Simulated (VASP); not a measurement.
# Si (P6_3/mmc) in VASP: further runs

The runs below take Si through single point, with r2SCAN.

Everything below comes from runs of VASP 6.6.1. Logs are shortened: lines on timing, memory, paths and dates and some standing lists are left out, and cuts for length are marked.

**1. The cell of the first run**

The structure is hexagonal, space group P6_3/mmc (No. 194). Conventional cell: a = 2.639 Å, b = 2.639 Å, c = 4.690 Å, α = 90.00°, β = 90.00°, γ = 120.00°. Within 3.5 Å of Si (site symmetry -6m2) lie 12 Si at 2.64 to 2.80 Å.

This isn't the form of Si at room conditions, which is diamond.

**2. Single point, r2SCAN (strain +0.000 along x and y, +0.030 along z)**

Contents of POSCAR:

```
Si
1.0
    2.6391948715      0.0000000000      0.0000000000
   -1.3195974358      2.2856098043      0.0000000000
    0.0000000000      0.0000000000      4.6897522617
Si
2
Direct
    0.3333333333      0.6666666667      0.2500000000
    0.6666666667      0.3333333333      0.7500000000
```

Contents of INCAR.step1:

```
ALGO = Normal ; EDIFF = 1E-4
ENCUT = 520 ; GGA = PE
ISMEAR = 0 ; LASPH = T
LCHARG = F ; LREAL = F
LWAVE = T ; NBANDS = 11
NELM = 60 ; PREC = Accurate
SIGMA = 0.15
```

Contents of INCAR.step2:

```
ALGO = Normal ; EDIFF = 1E-6
ENCUT = 520 ; ISIF = 2
ISMEAR = 0 ; ISTART = 1
LASPH = T ; LCHARG = F
LMIXTAU = T ; LREAL = F
LWAVE = F ; METAGGA = R2SCAN
NBANDS = 11 ; NELM = 60
PREC = Accurate ; SIGMA = 0.15
```

Contents of KPOINTS:

```
k-points
0
Gamma
  24 24 14
```

Potentials or basis: VASP PAW PBE potentials, release 64 (Si).

Command:

```sh
cat potpaw_PBE.64/Si/POTCAR > POTCAR
cp INCAR.step1 INCAR
mpirun -np 1 vasp_std > vasp.out
cp INCAR.step2 INCAR
mpirun -np 1 vasp_std > vasp.out
```

OUTCAR:

```text
EDIFF = 1E-6
   ENCUT = 520
   ISIF = 2
   ISMEAR = 0
   ISTART = 1
   LASPH = T
   LREAL = F
   METAGGA = R2SCAN
   NELM = 60
   PREC = Accurate

 ion  position               nearest neighbor table
   1  0.333  0.667  0.250-   2 2.80   2 2.80   2 2.80   2 2.80   2 2.80   2 2.80
   2  0.667  0.333  0.750-   1 2.80   1 2.80   1 2.80   1 2.80   1 2.80   1 2.80

  LATTYP: Found a hexagonal cell.
 ALAT       =     2.6391948715
 C/A-ratio  =     1.7769632369

  Lattice vectors:

 A1 = (   2.6391948715,   0.0000000000,   0.0000000000)
 A2 = (  -1.3195974358,   2.2856098043,   0.0000000000)
 A3 = (   0.0000000000,   0.0000000000,   4.6897522617)

Analysis of symmetry for initial positions (statically):
=====================================================================
 Subroutine PRICEL returns:
 Original cell was already a primitive cell.

 Routine SETGRP: Setting up the symmetry group for a
 hexagonal supercell.

 Subroutine GETGRP returns: Found 24 space group operations
 (whereof 12 operations were pure point group operations)
 out of a pool of 24 trial point group operations.

The static configuration has the point symmetry D_3d.
 The point group associated with its full space group is D_6h.

Analysis of symmetry for dynamics (positions and initial velocities):
=====================================================================
 Subroutine PRICEL returns:
 Original cell was already a primitive cell.

 Routine SETGRP: Setting up the symmetry group for a
 hexagonal supercell.

 Subroutine GETGRP returns: Found 24 space group operations
 (whereof 12 operations were pure point group operations)
 out of a pool of 24 trial point group operations.

The dynamic configuration has the point symmetry D_3d.
 The point group associated with its full space group is D_6h.

 Subroutine INISYM returns: Found 24 space group operations
 (whereof 12 operations are pure point group operations),
 and found     1 'primitive' translations

----------------------------------------------------------------------------------------

                                     Primitive cell

  volume of cell :      28.2894

  direct lattice vectors                    reciprocal lattice vectors
     2.639194871  0.000000000  0.000000000     0.378903434  0.218760000  0.000000000
    -1.319597436  2.285609804  0.000000000     0.000000000  0.437519999  0.000000000
     0.000000000  0.000000000  4.689752262     0.000000000  0.000000000  0.213230880

  length of vectors
     2.639194871  2.639194872  4.689752262     0.437519999  0.437519999  0.213230880

  position of ions in fractional coordinates (direct lattice)
     0.333333333  0.666666667  0.250000000
     0.666666667  0.333333333  0.750000000

  ion indices of the primitive-cell ions
   primitive index   ion index
                 1           1
                 2           2

----------------------------------------------------------------------------------------

 KPOINTS: k-points

Automatic generation of k-mesh.
 Grid dimensions read from file:
 generate k-points for:   24   24   14

 Generating k-lattice:

  Cartesian coordinates                     Fractional coordinates (reciprocal lattice)
     0.015787643  0.009115000  0.000000000     0.041666667 -0.000000000  0.000000000
     0.000000000  0.018230000  0.000000000     0.000000000  0.041666667  0.000000000
     0.000000000  0.000000000  0.015230777     0.000000000  0.000000000  0.071428571

  Length of vectors
     0.018230000  0.018230000  0.015230777

  Shift w.r.t. Gamma in fractional coordinates (k-lattice)
     0.000000000  0.000000000  0.000000000

 Subroutine IBZKPT returns following result:
 ===========================================

 Found    488 irreducible k-points:

 Following reciprocal coordinates:
            Coordinates               Weight
  0.000000  0.000000  0.000000      1.000000
  0.041667  0.000000  0.000000      6.000000
  0.083333  0.000000  0.000000      6.000000
  0.125000 -0.000000  0.000000      6.000000
  0.166667  0.000000  0.000000      6.000000
  0.208333  0.000000  0.000000      6.000000
[... 16 lines left out ...]
  0.416667  0.041667  0.000000     12.000000
  0.458333  0.041667  0.000000     12.000000
 [... further k-points ...]
   k-points           NKPTS =    488   k-points in BZ     NKDIM =    488   number of bands    NBANDS=     11
   number of dos      NEDOS =    301   number of ions     NIONS =      2
   total plane-waves  NPLWV =  14400
   dimension x,y,z NGX =    20 NGY =   20 NGZ =   36
   dimension x,y,z NGXF=    40 NGYF=   40 NGZF=   72
   ions per type =               2
   NGX,Y,Z   is equivalent  to a cutoff of  12.60, 12.60, 12.76 a.u.
   NGXF,Y,Z  is equivalent  to a cutoff of  25.20, 25.20, 25.52 a.u.
 SYSTEM =  unknown system
   PREC   = accura    normal or accurate (medium, high low for compatibility)
   ISTART =      1    job   : 0-new  1-cont  2-samecut
   ICHARG =      0    charge: 1-file 2-atom 10-const
   ISPIN  =      1    spin polarized calculation?
   LNONCOLLINEAR =      F non collinear calculations
   LSORBIT =      F    spin-orbit coupling
   LASPH  =      T    aspherical Exc in radial PAW
   ENCUT  =  520.0 eV  38.22 Ry    6.18 a.u.   4.91  4.91  8.72*2*pi/ulx,y,z
   NELM   =     60;   NELMIN=  2; NELMDL=  0     # of ELM steps
   EDIFF  = 0.1E-05   stopping-criterion for ELM
   LREAL  =      F    real-space projection
   EDIFFG = 0.1E-04   stopping-criterion for IOM
   NSW    =      0    number of steps for IOM
   IBRION =     -1    ionic relax: 0-MD 1-quasi-New 2-CG
   NFREE  =      0    steps in history (QN), initial steepest desc. (CG)
   ISIF   =      2    stress and relaxation
   ISYM   =      2    0-nonsym 1-usesym 2-fastsym
   POTIM  = 0.5000    time-step for ionic-motion
   TEBEG  =    0.0;   TEEND  =   0.0 temperature during run
   PSTRESS=    0.0 pullay stress
   NELECT =       8.0000    total number of electrons
   NUPDOWN=      -1.0000    fix difference up-down
   EMIN   =  10.00;   EMAX   =-10.00  energy-range for DOS
   EFERMI =   0.00;   METHOD = LEGACY
   ISMEAR =     0;   SIGMA  =   0.15  broadening in eV -4-tet -1-fermi 0-gaus
   EFERMI_NEDOS =   21; number of points for ismear=-14 and -15
   IALGO  =     38    algorithm
   IMIX   =      4    mixing-type and parameters
     AMIX     =   0.40;   BMIX     =  1.00
     AMIX_MAG =   1.60;   BMIX_MAG =  1.00
  volume/ion in A,a.u.               =      14.14        95.45
  Fermi-wavevector in a.u.,A,eV,Ry     =   1.074559  2.030622 15.710341  1.154677
  Thomas-Fermi vector in A             =   2.210391
   LORBIT       =      0    0 simple, 1 ext, 2 COOP (PROOUT), +10 PAW based schemes
   METAGGA = R2SCAN    functional components
   LHFCALC =     F    Hartree Fock is set to
   AEXX    =    0.0000 exact exchange contribution
   IVDW    =     0    specifies the selected vdW correction
   LEPSILON=     F    determine dielectric tensor
   LRPA    =     F    only Hartree local field effects (RPA)
 non-spin polarized calculation
 Gauss-broadening in eV      SIGMA  =   0.15
  energy-cutoff  :      520.00
  volume of cell :       28.29
 maximum number of plane-waves:       786
 NGX is ok and might be reduce to    20
   NGX =  9   NGY =  9   NGZ = 17

 number of electron       8.0000000 magnetization

 Free energy of the ion-electron system (eV)
  ---------------------------------------------------
  ext. energy  EPLUGINS =         0.00000000
  ---------------------------------------------------
  free energy    TOTEN  =       -16.13101567 eV

  energy without entropy =      -16.12205140  energy(sigma->0) =      -16.12653353

 E-fermi :  10.5162     XC(G=0): -12.0553

 val. band max:       10.5157415218   @ k =   0.1667   0.1250   0.4286
 cond. band min:      10.5175378146   @ k =   0.2500   0.0833   0.4286
 fundamental gap:      0.0017962928
 Fermi energy:        10.5162159392

 k-point     1 :       0.0000    0.0000    0.0000
  band No.  band energies     occupation
      1      -5.0870      2.00000
      2       1.1647      2.00000
      3       2.5400      2.00000
      4      20.4166      0.00000
      5      21.0157      0.00000
      6      21.0157      0.00000
      7      21.0726      0.00000
      8      22.0878      0.00000
      9      22.0878      0.00000
     10      25.5612      0.00000
     11      25.7597      0.00000

 k-point     2 :       0.0417    0.0000    0.0000
  band No.  band energies     occupation
      1      -5.0357      2.00000
      2       1.2152      2.00000
      3       2.5889      2.00000
      4      19.9435      0.00000
      5      20.4139      0.00000
      6      20.4372      0.00000
      7      20.9791      0.00000
      8      22.5555      0.00000
      9      22.7332      0.00000
     10      24.7277      0.00000
     11      25.0880      0.00000

 k-point     3 :       0.0833    0.0000    0.0000
  band No.  band energies     occupation
      1      -4.8816      2.00000
      2       1.3664      2.00000
      3       2.7357      2.00000
      4      18.2137      0.00000
      5      19.5448      0.00000
      6      20.4874      0.00000
      7      20.7234      0.00000
      8      22.7453      0.00000
      9      23.3172      0.00000
     10      23.4719      0.00000
     11      24.6466      0.00000
[... 267 lines left out ...]
 k-point    23 :       0.4167    0.0417    0.0000
  band No.  band energies     occupation
      1       0.5324      2.00000
      2       4.1090      2.00000
      3       6.6937      2.00000
      4       7.8421      2.00000
      5      10.1591      1.99924
      6      11.7175      0.00000
      7      14.3675      0.00000
      8      18.3894      0.00000
      9      19.4528      0.00000
     10      22.0090      0.00000
     11      23.6530      0.00000

 k-point    24 :       0.4583    0.0417    0.0000
  band No.  band energies     occupation
      1       1.6018      2.00000
      2       2.8726      2.00000
      3       7.6732      2.00000
      4       8.6723      2.00000
      5       8.9921      2.00000
      6      10.7031      0.07808
      7      14.2758      0.00000
      8      18.3026      0.00000
      9      19.3711      0.00000
     10      21.9272      0.00000
     11      23.6138      0.00000

 [... further k-points ...]

------------------------ aborting loop because EDIFF is reached ----------------------------------------

  FORCE on cell =-STRESS in cart. coord.  units (eV):
  Direction    XX          YY          ZZ          XY          YZ          ZX
  --------------------------------------------------------------------------------------
  -------------------------------------------------------------------------------------
  Total       -0.2415592     -0.2415592     -0.6758422      0.0000000      0.0000000      0.0000000
  in kB      -13.6807742    -13.6807742    -38.2765178      0.0000000      0.0000000      0.0000000
  external PRESSURE =     -21.8793554 kB  Pullay stress =       0.0000000 kB

 VOLUME and BASIS-vectors are now :
 -----------------------------------------------------------------------------
  energy-cutoff  :      520.00
  volume of cell :       28.29
      direct lattice vectors                 reciprocal lattice vectors
     2.639194871  0.000000000  0.000000000     0.378903434  0.218760000  0.000000000
    -1.319597436  2.285609804  0.000000000     0.000000000  0.437519999  0.000000000
     0.000000000  0.000000000  4.689752262     0.000000000  0.000000000  0.213230880

 POSITION                                       TOTAL-FORCE (eV/Angst)
 -----------------------------------------------------------------------------------
     -0.00000      1.52374      1.17244         0.000000     -0.000000      0.000000
      1.31960      0.76187      3.51731        -0.000000      0.000000      0.000000
 -----------------------------------------------------------------------------------
    total drift:                               -0.000000      0.000000     -0.000000

  FREE ENERGIE OF THE ION-ELECTRON SYSTEM (eV)
  ---------------------------------------------------
  free  energy   TOTEN  =       -16.1310156651 eV

  energy  without entropy=      -16.1220513977  energy(sigma->0) =      -16.12653353
```

It took 5.4 min on 1 thread of AMD EPYC 9R14 (Zen 4), shared host; peak memory 0.2 GiB.

What came out:

```
Free energy            : -16.1310 eV
Pressure               : -2.2 GPa
Band gap on the k mesh : zero (bands 4 and 5 overlap by 13.83 eV)
```

Caveat: the cell differs from its parent crystal (strain +0.000 along x and y, +0.030 along z); the PAW data sets were made with another functional, which shifts forces and pressure a little.

**3. Single point, r2SCAN (strain +0.015 along x and y, +0.000 along z)**

Contents of POSCAR:

```
Si
1.0
    2.6787827946      0.0000000000      0.0000000000
   -1.3393913973      2.3198939513      0.0000000000
    0.0000000000      0.0000000000      4.5531575356
Si
2
Direct
    0.3333333333      0.6666666667      0.2500000000
    0.6666666667      0.3333333333      0.7500000000
```

Contents of INCAR.step1:

```
PREC = Accurate
ENCUT = 520
ISMEAR = 0
SIGMA = 0.15
LREAL = F
LASPH = T
NELM = 60
NBANDS = 11
GGA = PE
ALGO = Normal
EDIFF = 1E-4
LWAVE = T
LCHARG = F
```

Contents of INCAR.step2:

```
PREC = Accurate
ENCUT = 520
EDIFF = 1E-6
ISMEAR = 0
SIGMA = 0.15
LREAL = F
LASPH = T
NELM = 60
ALGO = Normal
ISIF = 2
LWAVE = F
LCHARG = F
METAGGA = R2SCAN
LMIXTAU = T
NBANDS = 11
ISTART = 1
```

Contents of KPOINTS:

```
regular mesh
0
Gamma
  24 24 14
```

Potentials or basis: VASP PAW PBE potentials, release 64 (Si).

Command:

```sh
cat potpaw_PBE.64/Si/POTCAR > POTCAR
cp INCAR.step1 INCAR
mpirun -np 1 vasp_std > vasp.out
cp INCAR.step2 INCAR
mpirun -np 1 vasp_std > vasp.out
```

Run time: 5.5 min. Hardware: 1 thread of AMD EPYC 9R14 (Zen 4), shared host; peak memory 0.2 GiB.

The run converged. Its results:

```
Free energy            : -16.1366 eV
Pressure               : -2.7 GPa
Band gap on the k mesh : zero (bands 4 and 5 overlap by 13.68 eV)
```

Stress tensor (GPa, compression positive):
```
-3.17  0.00  0.00
 0.00 -3.17  0.00
 0.00  0.00 -1.70
```

Levels at points of the mesh, in eV from the Fermi level:
```csv
k point,band 1,band 2,band 3,band 4,band 5,band 6,band 7,band 8
"(0.00, 0.00, 0.00)",-15.60,-8.70,-7.81,9.64,9.64,10.91,10.91,11.27
"(0.50, 0.00, 0.00)",-8.81,-8.24,-2.08,-1.80,-1.50,-0.07,4.00,6.34
"(0.00, 0.00, 0.50)",-13.75,-13.75,0.56,0.56,11.07,11.07,11.07,11.07
"(0.50, 0.00, 0.50)",-7.06,-7.06,-6.39,-6.39,5.61,5.61,6.13,6.13
```

Caveat: the cell differs from its parent crystal (strain +0.015 along x and y, +0.000 along z); the PAW data sets were made with another functional, which shifts forces and pressure a little.

**4. Single point, r2SCAN (strain +0.030 along x and y, -0.015 along z)**

Contents of POSCAR:

```
Si
1.0
    2.7183707177      0.0000000000      0.0000000000
   -1.3591853589      2.3541780984      0.0000000000
    0.0000000000      0.0000000000      4.4848601726
Si
2
Direct
    0.3333333333      0.6666666667      0.2500000000
    0.6666666667      0.3333333333      0.7500000000
```

Contents of INCAR.step1:

```
SYSTEM = Si
PREC = Accurate
ENCUT = 520
ISMEAR = 0
SIGMA = 0.15
LREAL = .FALSE.
LASPH = .TRUE.
NELM = 80
NBANDS = 11
GGA = PE
ALGO = Normal
EDIFF = 1E-4
LWAVE = .TRUE.
LCHARG = .FALSE.
```

Contents of INCAR.step2:

```
SYSTEM = Si
PREC = Accurate
ENCUT = 520
EDIFF = 1E-6
ISMEAR = 0
SIGMA = 0.15
LREAL = .FALSE.
LASPH = .TRUE.
NELM = 80
ALGO = Normal
ISIF = 2
LWAVE = .FALSE.
LCHARG = .FALSE.
METAGGA = R2SCAN
LMIXTAU = .TRUE.
NBANDS = 11
ISTART = 1
```

Contents of KPOINTS:

```
regular mesh
0
G
  24 24 14
  0 0 0
```

Command:

```sh
cat potpaw_PBE.64/Si/POTCAR > POTCAR
cp INCAR.step1 INCAR
mpirun -np 1 vasp_std > vasp.out
cp INCAR.step2 INCAR
mpirun -np 1 vasp_std > vasp.out
```

Run time: 5.9 min. Hardware: 1 thread of AMD EPYC 9R14 (Zen 4), shared host; peak memory 0.2 GiB.

It converged, with:

```yaml
Free_energy: -16.1204 eV
Pressure: -3.8 GPa
Band_gap_on_the_k_mesh: zero (bands 4 and 5 overlap by 13.23 eV)
```

Stress tensor (GPa, compression positive):
```
-4.64  0.00  0.00
 0.00 -4.64  0.00
 0.00  0.00 -2.24
```

Levels at points of the mesh, in eV from the Fermi level:
```
           k point  band 2  band 3  band 4  band 5  band 6  band 7
(0.00, 0.00, 0.00)   -8.21   -7.58    8.96    8.96   10.38   10.38
(0.50, 0.00, 0.00)   -8.24   -1.81   -1.75   -1.26   -0.02    3.55
(0.00, 0.00, 0.50)  -13.55    1.17    1.17   10.43   10.43   10.43
(0.50, 0.00, 0.50)   -7.08   -6.37   -6.37    5.22    5.22    6.32
```

Caveat: the cell differs from its parent crystal (strain +0.030 along x and y, -0.015 along z); the cell stands under tension; the PAW data sets were made with another functional, which shifts forces and pressure a little.

**5. Single point, r2SCAN (strain +0.015 along x and y, +0.015 along z)**

Contents of POSCAR:

```
Si
1.0
    2.6787827946      0.0000000000      0.0000000000
   -1.3393913973      2.3198939513      0.0000000000
    0.0000000000      0.0000000000      4.6214548986
Si
2
Direct
    0.3333333333      0.6666666667      0.2500000000
    0.6666666667      0.3333333333      0.7500000000
```

Contents of INCAR.step1:

```
SYSTEM = Si
  PREC = Accurate
  ENCUT = 520
  ISMEAR = 0
  SIGMA = 0.15
  LREAL = .FALSE.
  LASPH = .TRUE.
  NELM = 60
  NBANDS = 11
  GGA = PE
  ALGO = Normal
  EDIFF = 1E-4
  LWAVE = .TRUE.
  LCHARG = .FALSE.
```

Contents of INCAR.step2:

```
SYSTEM = Si
  PREC = Accurate
  ENCUT = 520
  EDIFF = 1E-6
  ISMEAR = 0
  SIGMA = 0.15
  LREAL = .FALSE.
  LASPH = .TRUE.
  NELM = 60
  ALGO = Normal
  ISIF = 2
  LWAVE = .FALSE.
  LCHARG = .FALSE.
  METAGGA = R2SCAN
  LMIXTAU = .TRUE.
  NBANDS = 11
  ISTART = 1
```

Contents of KPOINTS:

```
Automatic mesh
0
G
  24 24 14
  0 0 0
```

Command:

```sh
cat potpaw_PBE.64/Si/POTCAR > POTCAR
cp INCAR.step1 INCAR
mpirun -np 1 vasp_std > vasp.out
cp INCAR.step2 INCAR
mpirun -np 1 vasp_std > vasp.out
```

Wall time 5.7 min (1 thread of AMD EPYC 9R14 (Zen 4), shared host); peak memory 0.2 GiB.

Results (log left out):

```yaml
Free_energy: -16.1292 eV
Pressure: -3.7 GPa
Band_gap_on_the_k_mesh: zero (bands 4 and 5 overlap by 13.72 eV)
```

Stress tensor (GPa, compression positive):
```
-3.53  0.00  0.00
 0.00 -3.53  0.00
 0.00  0.00 -3.90
```

Levels at points of the mesh, in eV from the Fermi level:
```csv
k point,band 1,band 2,band 3,band 4,band 5,band 6,band 7,band 8
"(0.00, 0.00, 0.00)",-15.45,-8.86,-7.75,9.79,9.79,10.65,11.04,11.04
"(0.50, 0.00, 0.00)",-8.65,-8.09,-2.24,-1.73,-1.67,0.00,4.15,6.47
"(0.00, 0.00, 0.50)",-13.65,-13.65,0.27,0.27,11.16,11.16,11.16,11.16
"(0.50, 0.00, 0.50)",-6.95,-6.95,-6.31,-6.31,5.71,5.71,5.86,5.86
```

Caveat: the cell differs from its parent crystal (strain +0.015 along x and y, +0.015 along z); the cell stands under tension; the PAW data sets were made with another functional, which shifts forces and pressure a little.

**6. Summary**

| cell | gap on the mesh (eV) | pressure (GPa) |
| --- | --- | --- |
| a = 2.639, b = 2.639, c = 4.690 Å, angles 90.0, 90.0, 120.0°, 2 atoms | none | -2.2 |
| a = 2.679, b = 2.679, c = 4.553 Å, angles 90.0, 90.0, 120.0°, 2 atoms | none | -2.7 |
| a = 2.718, b = 2.718, c = 4.485 Å, angles 90.0, 90.0, 120.0°, 2 atoms | none | -3.8 |
| a = 2.679, b = 2.679, c = 4.621 Å, angles 90.0, 90.0, 120.0°, 2 atoms | none | -3.7 |

Alike in all rows: task single point; level r2SCAN; potentials or basis VASP PAW PBE potentials, release 64 (Si); no spin polarisation; k mesh 24 × 24 × 14; cutoff (eV) 520; smearing gaussian 0.15 eV.

Caveats: the PAW data sets were made with another functional, which shifts forces and pressure a little; the cell stands under tension (at least some runs).

Total energies depend on the potentials used, so only differences within one code and one set of settings carry meaning.
